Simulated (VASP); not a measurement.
A run of VASP 6.6.1:

File INCAR:

```
  ALGO = Normal
  EDIFF = 1E-6
  ENCUT = 1000
  GGA = PS
  GGA_COMPAT = False
  ISIF = 2
  ISMEAR = -1
  LASPH = True
  LCHARG = False
  LREAL = Auto
  LWAVE = False
  NBANDS = 63
  NELM = 120
  PREC = Accurate
  SIGMA = 0.02
```

KPOINTS

```
k-points
0
Gamma
  1 1 1
```

File POSCAR:

```
H2CSO
1.0
    7.9817290000      0.0000000000      0.0000000000
    0.0000000000      7.9817290000      0.0000000000
    0.0000000000      0.0000000000      7.9817290000
O C S H
5 5 5 10
Direct
    0.8273771259      0.2375550460      0.1465597241
    0.5194237990      0.0214239296      0.6475915181
    0.3415926549      0.6941603755      0.4048997404
   -0.0343284018      0.2586156458      0.7061001445
    0.2737251540      1.0412906777      0.8309477809
    0.8592248622      0.3735280915      0.1944190288
    0.5492794857      0.1538137915      0.6085273003
    0.3947766205      0.7668889786      0.2911775130
    0.0483980351      0.3714608702      0.7383237391
    0.1513331259      0.9688377042      0.8020317402
    0.8989656251      0.5573604416      0.2613719408
    0.5895213932      0.3307428754      0.5498056875
    0.4605267856      0.8733696671      0.1381906101
    0.1640246117      0.5202131017      0.7828003181
   -0.0140320474      0.8610540398      0.7775007144
   -0.0190434930      0.9261401884      0.4384764253
   -0.0906821066      0.9335696564      0.3668753975
    0.1692365150      0.0782787789      0.1450187046
    0.0901057904      0.0747958243      0.1810885837
    0.3958666099      0.3982094606      0.1398569157
    0.3880863407      0.4895681124      0.1414104638
    0.7525061299      0.6193394940      0.5938562935
    0.7074031203      0.6342736016      0.6685644176
    0.7016900724      0.4186436297      0.9348099892
    0.6973677007      0.4776283434      0.8537498580
```

Potentials or basis: VASP PAW PBE potentials, release 64 (O_h, C_h, S, H_h).

Launch:

```sh
$ cat potpaw_PBE.64/O_h/POTCAR potpaw_PBE.64/C_h/POTCAR potpaw_PBE.64/S/POTCAR potpaw_PBE.64/H_h/POTCAR > POTCAR
$ mpirun -np 1 vasp_gam > vasp.out
```

Hardware: 1 thread of Intel(R) Xeon(R) Platinum 8488C (Sapphire Rapids), on a shared host.

Question: Estimate the wall time of this run.

Answer: Wall time 3 min on 1 thread of Intel(R) Xeon(R) Platinum 8488C (Sapphire Rapids), with other jobs on the host, peak memory 1.1 GiB. Counts: scf iterations 17, k points 1.
